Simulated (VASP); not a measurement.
Input of a VASP 6.6.1 run:

INCAR

```
ALGO = Normal ; EDIFF = 1E-6
ENCUT = 520 ; GGA = PE
ISIF = 2 ; ISMEAR = 0
LASPH = True ; LCHARG = True
LELF = True ; LREAL = False
LVHAR = True ; LWAVE = False
NBANDS = 35 ; NELM = 60
PREC = Accurate ; SIGMA = 0.05
```

KPOINTS

```
k-points
0
Gamma
  6 6 6
```

POSCAR

```
Al2O3
1.0
    2.4040892951      1.3880016017      4.3737619113
   -2.4040892951      1.3880016017      4.3737619113
    0.0000000000     -2.7760032034      4.3737619113
Al O
4 6
Direct
    0.8635611633      0.8635611633      0.8635611633
    0.6364388367      0.6364388367      0.6364388367
    0.1364388367      0.1364388367      0.1364388367
    0.3635611633      0.3635611633      0.3635611633
    0.0561574040      0.4438425960      0.7500000000
    0.7500000000      0.0561574040      0.4438425960
    0.4438425960      0.7500000000      0.0561574040
    0.9438425960      0.5561574040      0.2500000000
    0.2500000000      0.9438425960      0.5561574040
    0.5561574040      0.2500000000      0.9438425960
```

Potentials or basis: VASP PAW PBE potentials, release 64 (Al, O).

Run with:

```bash
$ cat potpaw_PBE.64/Al/POTCAR potpaw_PBE.64/O/POTCAR > POTCAR
$ mpirun -np 1 vasp_std > vasp.out
```

Problem. Estimate the band gap on the k mesh.

Solution. 5.48 eV, direct.

Problem. Estimate the largest force.

Solution. 1.955 eV/Å.

Problem. Estimate the pressure.

Solution. 3.6 GPa.

Forces in eV/Å, atoms in the order of the input:
```
Al   0.000  0.000 -1.955
Al   0.000  0.000  1.955
Al   0.000  0.000  1.955
Al   0.000  0.000 -1.955
O   -0.215  0.000  0.000
O    0.108 -0.187  0.000
O    0.108  0.187  0.000
O    0.215  0.000  0.000
O   -0.108  0.187  0.000
O   -0.108 -0.187  0.000
```

Caveat: forces of over 1 eV/Å act on the atoms, so gaps and moduli don't describe the material at rest.
